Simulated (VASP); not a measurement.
The system is WS2 (Tungstenite).

```xyz
6
Lattice="3.2218 0.0000 0.0000 -1.6109 2.7902 0.0000 0.0000 0.0000 12.6645" Properties=species:S:1:pos:R:3 pbc="T T T"
W     1.6109    0.9301    9.4984
W     0.0000    1.8601    3.1661
S     1.6109    0.9301    4.7492
S     0.0000    1.8601   11.0814
S     1.6109    0.9301    1.5831
S     0.0000    1.8601    7.9153
```

Base run:

* Program: VASP 6.6.1
* Functional: PBE
* Dispersion: D3(BJ)
* Potentials or basis: VASP PAW PBE potentials, release 64 (W_sv, S)
* Cutoff: 520 eV
* k mesh: 10 × 10 × 3
* Occupations: fermi-dirac, width 0.05 eV
* Spin: no spin polarisation

Its results: band gap on the k mesh 1.16 eV, indirect (least direct gap 1.98 eV); pressure -7.2 GPa; largest force 0.515 eV/Å.

Q: The run is repeated on the same cell with these changes: dispersion from D3(BJ) to none. What comes out?

A: Band gap on the k mesh 1.16 eV, indirect (least direct gap 1.98 eV); pressure -3.7 GPa; largest force 0.521 eV/Å.

Dispersion adds attraction, which lowers the pressure at fixed volume and, as a term added to the energy, leaves the levels alone.

Caveats: spin-orbit coupling is left out, which moves the levels of the heavy elements; this functional lacks dispersion, which binds the layers, so the pressure and a relaxed spacing across them are unreliable (some runs).

A k mesh can miss the band edges.
